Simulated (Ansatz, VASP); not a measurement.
# One calculation of SnSe, two programs

INCAR

```
SYSTEM = SnSe
PREC = Accurate
ENCUT = 500
EDIFF = 1E-6
ISMEAR = 0
SIGMA = 0.01
LREAL = .FALSE.
LASPH = .TRUE.
NELM = 120
ALGO = Normal
ISIF = 2
LWAVE = .FALSE.
LCHARG = .FALSE.
GGA = CA
NBANDS = 17
GGA_COMPAT = .FALSE.
```

File KPOINTS:

```
Automatic mesh
0
G
  4 4 4
  0 0 0
```

The input POSCAR:

```
SnSe
1.0
    0.0000000000      3.0100000000      3.0100000000
    3.0100000000      0.0000000000      3.0100000000
    3.0100000000      3.0100000000      0.0000000000
Sn Se
1 1
Direct
   -0.0191024912      0.0142932113     -0.0058216422
    0.5153501282      0.4789406934      0.5089006155
```

Input for Ansatz:

```yaml
crystal:
  lattice:
    - [0.0, 3.01, 3.01]
    - [3.01, 0.0, 3.01]
    - [3.01, 3.01, 0.0]
  atoms:
    - { symbol: Sn, position: [-0.019102491243616206, 0.014293211292333628, -0.0058216421693395425] }
    - { symbol: Se, position: [0.5153501281884458, 0.4789406934356369, 0.5089006155466588] }
basis:
  ecutwfc: 462.593566181796
kpoints:
  mp_grid:
    grid: [4, 4, 4]
hamiltonian:
  xc: lda
  pseudopotentials:
    kind: paw
scf:
  occupations:
    method: fixed
output:
  forces: true
```

Alike in both runs: task single point; functional LDA; k mesh 4 × 4 × 4; no spin polarisation.

|  | VASP | Ansatz |
| --- | --- | --- |
| version | VASP 6.6.1 | Ansatz 0.2.0 |
| potentials or method | VASP PAW LDA potentials, release 64 (Sn_d, Se), cutoff 500 eV | plane waves, PAW |
| occupations | gaussian, width 0.01 eV | fixed |
| valence electrons in the cell | 20 | 30 |

|  | VASP | Ansatz | Ansatz less VASP |
| --- | --- | --- | --- |
| rms of the force components (eV/Å) | 0.023 | 0.027 | +0.0048 |

LDA's correlation is that of Perdew and Zunger in VASP and of Perdew and Wang (1992) in Ansatz. Atom by atom the forces differ by 0.005 eV/Å (rms over components). VASP's potentials hold 20 valence electrons a cell and Ansatz's 30, so a difference there can come from the potentials and not from the codes.

The k mesh is coarse, so the values compare programs but aren't converged.
